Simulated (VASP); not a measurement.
# KF (P4/mmm) in VASP: a series of runs, part 2 of 2

VASP 6.6.1.

## Step 3: Single point, PBE

This run uses another cell than the first one, of the same volume but with other edges.

Input file INCAR:

```
SYSTEM = KF
PREC     = Accurate       ! precision mode
ENCUT    = 520            ! plane-wave cutoff, eV
EDIFF    = 1E-6           ! SCF threshold, eV
ISMEAR   = 0              ! smearing method
SIGMA    = 0.05           ! smearing width, eV
LREAL    = .False.        ! projectors in reciprocal space
LASPH    = .True.         ! aspherical terms in the spheres
NELM     = 80             ! most SCF steps
ALGO     = Normal         ! electronic algorithm
ISIF     = 2              ! what is computed and relaxed
LWAVE    = .False.        ! write WAVECAR
LCHARG   = .False.        ! write CHGCAR
GGA      = PE             ! functional
NBANDS   = 15             ! bands
```

Input file KPOINTS:

```
Automatic mesh
0
Gamma
  8 8 8
  0 0 0
```

Input file POSCAR:

```
KF
1.0
    3.2063820164      0.0000000000      0.0000000000
    0.0000000000      3.2063820164      0.0000000000
    0.0000000000      0.0000000000      3.3667011172
K F
1 1
Direct
    0.0000000000      0.0000000000      0.0000000000
    0.5000000000      0.5000000000      0.5000000000
```

Potentials or basis: VASP PAW PBE potentials, release 64 (K_sv, F).

Launch:

```console
> cat potpaw_PBE.64/K_sv/POTCAR potpaw_PBE.64/F/POTCAR > POTCAR
> mpirun -np 1 vasp_std > vasp.out
```

OUTCAR:

```text
SYSTEM = KF
   PREC = Accurate
   ENCUT = 520
   EDIFF = 1E-6
   ISMEAR = 0
   LREAL = .False.
   LASPH = .True.
   NELM = 80
   ISIF = 2
   GGA = PE

 ion  position               nearest neighbor table
   1  0.000  0.000  0.000-   2 2.82   2 2.82   2 2.82   2 2.82   2 2.82   2 2.82   2 2.82   2 2.82

   2  0.500  0.500  0.500-   1 2.82   1 2.82   1 2.82   1 2.82   1 2.82   1 2.82   1 2.82   1 2.82

  LATTYP: Found a simple tetragonal cell.
 ALAT       =     3.2063820164
 C/A-ratio  =     1.0500000000

  Lattice vectors:

 A1 = (   3.2063820164,   0.0000000000,   0.0000000000)
 A2 = (   0.0000000000,   3.2063820164,   0.0000000000)
 A3 = (   0.0000000000,   0.0000000000,   3.3667011172)

Analysis of symmetry for initial positions (statically):
=====================================================================
 Subroutine PRICEL returns:
 Original cell was already a primitive cell.

 Routine SETGRP: Setting up the symmetry group for a
 simple tetragonal supercell.

 Subroutine GETGRP returns: Found 16 space group operations
 (whereof 16 operations were pure point group operations)
 out of a pool of 16 trial point group operations.

The static configuration has the point symmetry D_4h.

Analysis of symmetry for dynamics (positions and initial velocities):
=====================================================================
 Subroutine PRICEL returns:
 Original cell was already a primitive cell.

 Routine SETGRP: Setting up the symmetry group for a
 simple tetragonal supercell.

 Subroutine GETGRP returns: Found 16 space group operations
 (whereof 16 operations were pure point group operations)
 out of a pool of 16 trial point group operations.

The dynamic configuration has the point symmetry D_4h.

 Subroutine INISYM returns: Found 16 space group operations
 (whereof 16 operations are pure point group operations),
 and found     1 'primitive' translations

----------------------------------------------------------------------------------------
[... 118 lines left out ...]
   GGA     = PE    functional components
   LHFCALC =     F    Hartree Fock is set to
   AEXX    =    0.0000 exact exchange contribution
   IVDW    =     0    specifies the selected vdW correction
   LEPSILON=     F    determine dielectric tensor
   LRPA    =     F    only Hartree local field effects (RPA)
 non-spin polarized calculation
 Gauss-broadening in eV      SIGMA  =   0.05
  energy-cutoff  :      520.00
  volume of cell :       34.61
 maximum number of plane-waves:       952
 NGX is ok and might be reduce to    24

 number of electron      15.9999988 magnetization

 Free energy of the ion-electron system (eV)
  ---------------------------------------------------
  ext. energy  EPLUGINS =         0.00000000
  ---------------------------------------------------
  free energy    TOTEN  =        -8.07900095 eV

  energy without entropy =       -8.07900095  energy(sigma->0) =       -8.07900095

 E-fermi :  -1.6253     XC(G=0):  -9.0243

 val. band max:       -1.9685485320   @ k =   0.5000   0.0000   0.5000
 cond. band min:       4.2116693569   @ k =   0.0000   0.0000   0.0000
 fundamental gap:      6.1802178889
 Fermi energy:        -1.6252746444

 k-point     1 :       0.0000    0.0000    0.0000
  band No.  band energies     occupation
      1     -29.0757      2.00000
      2     -20.9250      2.00000
      3     -12.1729      2.00000
      4     -12.0640      2.00000
      5     -12.0640      2.00000
      6      -2.1820      2.00000
      7      -2.0203      2.00000
      8      -2.0203      2.00000
      9       4.2117      0.00000
     10       6.2041      0.00000
     11       6.2879      0.00000
     12      11.6809      0.00000
     13      11.6809      0.00000
     14      11.9787      0.00000
[... 401 lines left out ...]
      2     -20.9097      2.00000
      3     -12.8711      2.00000
      4     -12.1381      2.00000
      5     -12.0830      2.00000
      6      -3.0841      2.00000
      7      -2.3729      2.00000
      8      -2.1572      2.00000
      9       7.6790      0.00000
     10       7.8892      0.00000
     11       8.0697      0.00000
     12       9.6017      0.00000
     13      11.1732      0.00000
     14      11.2003      0.00000
     15      14.8424      0.00000

 [... further k-points ...]
[... 5 lines left out ...]
  --------------------------------------------------------------------------------------
  -------------------------------------------------------------------------------------
  Total        0.2983917      0.2983917     -0.6020286      0.0000000      0.0000000      0.0000000
  in kB       13.8121794     13.8121794    -27.8671531      0.0000000      0.0000000      0.0000000
  external PRESSURE =      -0.0809315 kB  Pullay stress =       0.0000000 kB

 VOLUME and BASIS-vectors are now :
 -----------------------------------------------------------------------------
  energy-cutoff  :      520.00
  volume of cell :       34.61
      direct lattice vectors                 reciprocal lattice vectors
     3.206382016  0.000000000  0.000000000     0.311877997  0.000000000  0.000000000
     0.000000000  3.206382016  0.000000000     0.000000000  0.311877997  0.000000000
     0.000000000  0.000000000  3.366701117     0.000000000  0.000000000  0.297026664

 POSITION                                       TOTAL-FORCE (eV/Angst)
 -----------------------------------------------------------------------------------
      0.00000      0.00000      0.00000         0.000000      0.000000      0.000000
      1.60319      1.60319      1.68335         0.000000      0.000000      0.000000
 -----------------------------------------------------------------------------------
    total drift:                                0.000000      0.000000     -0.000000

  FREE ENERGIE OF THE ION-ELECTRON SYSTEM (eV)
  ---------------------------------------------------
  free  energy   TOTEN  =        -8.0790009526 eV

  energy  without entropy=       -8.0790009526  energy(sigma->0) =       -8.07900095
```

stdout:

```text
POSCAR found type information on POSCAR K F
 POSCAR found :  2 types and       2 ions
 scaLAPACK will be used
 LDA part: xc-table for (Slater+PW92), standard interpolation
 POSCAR, INCAR and KPOINTS ok, starting setup
 FFT: planning ... GRIDC
 FFT: planning ... GRID_SOFT
 FFT: planning ... GRID
 WAVECAR not read
 entering main loop
```

Wall time 34 s (1 thread of Intel Xeon Platinum 8259CL at 2.50GHz (Skylake/Cascade Lake), shared host); peak memory 0.16 GiB.

What came out:

| Quantity | Value |
| --- | --- |
| Free energy | -8.0790 eV |
| Pressure | 0.0 GPa |
| Band gap on the k mesh | 6.18 eV, indirect (least direct gap 6.23 eV) |

Levels at points of the mesh, in eV from the valence-band top:
```csv
k point,band 6,band 7,band 8,band 9,band 10,band 11
"(0.00, 0.00, 0.00)",-0.21,-0.05,-0.05,6.18,8.17,8.26
"(0.50, 0.00, 0.00)",-1.28,-0.35,-0.13,9.20,9.50,10.86
"(0.50, 0.50, 0.00)",-0.68,-0.68,-0.15,8.11,9.09,11.45
"(0.00, 0.00, 0.50)",-1.27,-0.17,-0.17,9.01,9.06,10.66
"(0.50, 0.00, 0.50)",-0.70,-0.64,0.00,8.52,8.82,11.78
"(0.50, 0.50, 0.50)",-1.09,-1.09,-1.07,9.98,10.52,10.52
```
